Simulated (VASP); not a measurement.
Wanted: the native input for a VASP 6.6.1 run.

```yaml
Task: single point
Functional: PBE
Potentials_or_basis: VASP PAW PBE potentials, release 64 (Ca_sv, Br)
Cutoff: 520 eV
k_mesh: 12 × 12 × 6
Occupations: gaussian, width 0.1 eV
Spin: no spin polarisation
Dipole_correction: no
Further_INCAR_settings: ALGO = Normal; EDIFF = 1e-06; NBANDS = 25
```

The structure of CaBr lies in POSCAR:

```
CaBr
1.0
    4.1717938511      0.0000000000      0.0000000000
   -2.0858969255      3.6128794544      0.0000000000
    0.0000000000      0.0000000000      9.0091984840
Ca Br
2 2
Direct
    0.3333333300      0.6666666700      0.3301730114
    0.6666666700      0.3333333300      0.8301730114
    0.3333333300      0.6666666700      0.0448269886
    0.6666666700      0.3333333300      0.5448269886
```

This cell differs from its parent crystal: strained and its atoms moved.

The input as run:

INCAR

```
SYSTEM = CaBr
PREC = Accurate ; ENCUT = 520
EDIFF = 1E-6 ; ISMEAR = 0
SIGMA = 0.1 ; LREAL = .FALSE.
LASPH = .TRUE. ; NELM = 100
ALGO = Normal ; ISIF = 2
LWAVE = .FALSE. ; LCHARG = .TRUE.
GGA = PE ; LELF = .TRUE.
LVHAR = .TRUE. ; NBANDS = 25
```

KPOINTS

```
regular mesh
0
G
  12 12 6
  0 0 0
```

Potentials or basis: VASP PAW PBE potentials, release 64 (Ca_sv, Br).

Run with:

```console
$ cat potpaw_PBE.64/Ca_sv/POTCAR potpaw_PBE.64/Br/POTCAR > POTCAR
$ mpirun -np 1 vasp_std > vasp.out
```

Results of the run:

```
Pressure               : 3.1 GPa
Largest force          : 1.283 eV/Å
Band gap on the k mesh : zero (band 17 reaches 4.01 eV, above the bottom of band 18 at 2.53 eV)
```

Caveat: the cell differs from its parent crystal (strained and its atoms moved); forces of over 1 eV/Å act on the atoms, so gaps and moduli don't describe the material at rest.

Wall time 3.9 min on 1 thread of Oxide Virtual Turin-like Processor (shared host), peak memory 0.36 GiB.
